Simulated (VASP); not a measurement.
Write the native input for VASP 6.6.1 that does the following.

```yaml
Task: single point
Functional: PBEsol
Potentials_or_basis: VASP PAW PBE potentials, release 64 (Ca_sv, Cu, S)
Cutoff: 520 eV
k_mesh: 12 × 12 × 4
Occupations: gaussian, width 0.02 eV
Spin: no spin polarisation
Dipole_correction: no
Further_INCAR_settings: ALGO = Normal; EDIFF = 1e-06; NBANDS = 30
```

The structure of CaCu2S2 lies in POSCAR:

```
CaCu2S2
1.0
    3.8502672685      0.0000000000      0.0000000000
   -1.9251336343      3.3344292659      0.0000000000
    0.0000000000      0.0000000000      6.4327676672
Ca Cu S
1 2 2
Direct
    0.0000000000      0.0000000000      0.0000000000
    0.3333333333      0.6666666667      0.3729150461
    0.6666666667      0.3333333333      0.6270849539
    0.3333333333      0.6666666667      0.7402455762
    0.6666666667      0.3333333333      0.2597544238
```

One way to write it, as run:

INCAR

```
PREC     = Accurate       # precision mode
ENCUT    = 520            # plane-wave cutoff, eV
EDIFF    = 1E-6           # SCF threshold, eV
ISMEAR   = 0              # smearing method
SIGMA    = 0.02           # smearing width, eV
LREAL    = F              # projectors in reciprocal space
LASPH    = T              # aspherical terms in the spheres
NELM     = 100            # most SCF steps
ALGO     = Normal         # electronic algorithm
ISIF     = 2              # what is computed and relaxed
LWAVE    = F              # write WAVECAR
LCHARG   = T              # write CHGCAR
GGA      = PS             # functional
LELF     = T              # ELF
LVHAR    = T            
NBANDS   = 30             # bands
```

KPOINTS

```
regular mesh
0
Gamma
  12 12 4
```

Potentials or basis: VASP PAW PBE potentials, release 64 (Ca_sv, Cu, S).

Command:

```bash
$ cat potpaw_PBE.64/Ca_sv/POTCAR potpaw_PBE.64/Cu/POTCAR potpaw_PBE.64/S/POTCAR > POTCAR
$ mpirun -np 1 vasp_std > vasp.out
```

It gave:

| Property | Result |
| --- | --- |
| Pressure | 0.5 GPa |
| Largest force | 0.013 eV/Å |
| Band gap on the k mesh | 1.20 eV, direct |

Caveat: the PAW data sets were made with another functional, which shifts forces and pressure a little.

It took 3 min on 1 thread of Intel(R) Xeon(R) Platinum 8488C (Sapphire Rapids) (shared host), peak memory 0.3 GiB.
